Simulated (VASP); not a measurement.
Wanted: the native input for a VASP 6.6.1 run.

```yaml
Task: single point
Functional: LDA
Potentials_or_basis: VASP PAW LDA potentials, release 64 (W_sv)
Cutoff: 520 eV
k_mesh: 14 × 14 × 14
Occupations: methfessel-paxton, width 0.03 eV
Spin: no spin polarisation
Dipole_correction: no
Further_INCAR_settings: ALGO = Normal; EDIFF = 1e-06; NBANDS = 13
```

The structure of W lies in POSCAR:

```
W
1.0
   -1.5676867250      1.5676867250      1.5676867250
    1.5676867250     -1.5676867250      1.5676867250
    1.5676867250      1.5676867250     -1.5676867250
W
1
Direct
    0.0000000000      0.0000000000      0.0000000000
```

One way to write it, as run:

INCAR

```
  ALGO = Normal
  EDIFF = 1E-6
  ENCUT = 520
  GGA = CA
  ISIF = 2
  ISMEAR = 1
  LASPH = T
  LCHARG = F
  LREAL = F
  LWAVE = F
  NBANDS = 13
  NELM = 80
  PREC = Accurate
  SIGMA = 0.03
```

KPOINTS

```
k-points
0
Gamma
  14 14 14
```

Potentials or basis: VASP PAW LDA potentials, release 64 (W_sv).

The run is started by

```console
$ cat potpaw_LDA.64/W_sv/POTCAR > POTCAR
$ mpirun -np 1 vasp_std > vasp.out
```

It gave:

```
Pressure               : 1.8 GPa
Band gap on the k mesh : zero (band 7 reaches 17.09 eV, above the bottom of band 8 at 10.43 eV)
```

Caveat: spin-orbit coupling is left out, which moves the levels of the heavy elements.

It took 9.6 s on 1 thread of AMD EPYC 9R45 96-Core Processor (Zen 5), on a shared host, peak memory 0.1 GiB.
